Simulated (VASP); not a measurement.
Write the native input for VASP 6.6.1 that does the following.

* Task: single point
* Functional: revPBE
* Potentials or basis: VASP PAW PBE potentials, release 64 (Ni)
* Cutoff: 520 eV
* k mesh: 15 × 15 × 15
* Occupations: fermi-dirac, width 0.05 eV
* Spin: collinear spin, ferromagnetic start
* Starting moments: [0.634] μB
* Dipole correction: no
* Further INCAR settings: ALGO = Normal; EDIFF = 1e-06; NBANDS = 15

The structure of Ni lies in POSCAR:

```
Ni
1.0
    2.2491473213      0.0000000000      0.0000000000
    0.0000000000      2.2491473213      0.0000000000
    0.0000000000      0.0000000000      2.2491473213
Ni
1
Direct
    0.0000000000      0.0000000000      0.0000000000
```

This isn't the form of Ni at room conditions, which is fcc.

The input as run:

INCAR

```
PREC = Accurate
ENCUT = 520
EDIFF = 1E-6
ISMEAR = -1
SIGMA = 0.05
LREAL = False
LASPH = True
NELM = 150
ALGO = Normal
ISIF = 2
LWAVE = False
LCHARG = False
ISPIN = 2
MAGMOM = 0.634
LORBIT = 11
LMAXMIX = 4
GGA = RE
NBANDS = 15
```

KPOINTS

```
Automatic mesh
0
Gamma
  15 15 15
```

Potentials or basis: VASP PAW PBE potentials, release 64 (Ni).

The run is started by

```console
$ cat potpaw_PBE.64/Ni/POTCAR > POTCAR
$ mpirun -np 1 vasp_std > vasp.out
```

It gave:

```json
{
  "Pressure": "22.4 GPa",
  "Net moment": "0.40 μB per cell",
  "Site moments": "Ni +0.40 μB",
  "Valence electrons inside the program's atomic spheres": "Ni 9.41"
}
```

Caveat: the cell stands under pressure; the PAW data sets were made with another functional, which shifts forces and pressure a little.

Wall time 35 s on 1 thread of Intel Xeon 8259CL, with other jobs on the host, peak memory 0.15 GiB.
